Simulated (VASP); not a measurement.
Input of a VASP 6.6.1 run:

INCAR

```
  PREC = Accurate
  ENCUT = 600
  EDIFF = 1E-6
  ISMEAR = 0
  SIGMA = 0.1
  LREAL = False
  LASPH = True
  NELM = 60
  ALGO = Normal
  ISIF = 3
  LWAVE = False
  LCHARG = False
  GGA = PS
  IBRION = 2
  NSW = 80
  EDIFFG = -0.01
```

The input KPOINTS:

```
Automatic mesh
0
Gamma
  12 12 8
```

The input POSCAR:

```
In
1.0
    3.3188876381      0.0000000000      0.0000000000
   -1.6594438191      2.8742410069      0.0000000000
    0.0000000000      0.0000000000      5.3694414286
In
2
Direct
    0.3333333333      0.6666666667      0.2500000000
    0.6666666667      0.3333333333      0.7500000000
```

Potentials or basis: VASP PAW PBE potentials, release 64 (In_d).

Run with:

```console
$ cat potpaw_PBE.64/In_d/POTCAR > POTCAR
$ mpirun -np 1 vasp_std > vasp.out
```

Task: Predict the space group after relaxing (to 0.1 Å).

Result: P6_3/mmc (No. 194).

Task: Estimate the relaxed cell.

Result: a = 3.314 Å, b = 3.314 Å, c = 5.413 Å, α = 90.00°, β = 90.00°, γ = 120.00°.

Task: Estimate the relaxed volume.

Result: 25.73 Å³/atom.

Final structure:
```yaml
crystal:
  lattice:
    - [3.31352, 0.00000, 0.00000]
    - [-1.65676, 2.86959, 0.00000]
    - [0.00000, 0.00000, 5.41295]
  atoms:
    - { symbol: In, position: [0.33333, 0.66667, 0.25000] }
    - { symbol: In, position: [0.66667, 0.33333, 0.75000] }
```

Caveat: the PAW data sets were made with another functional, which shifts forces and pressure a little. Zero-point motion and thermal expansion aren't in these numbers.
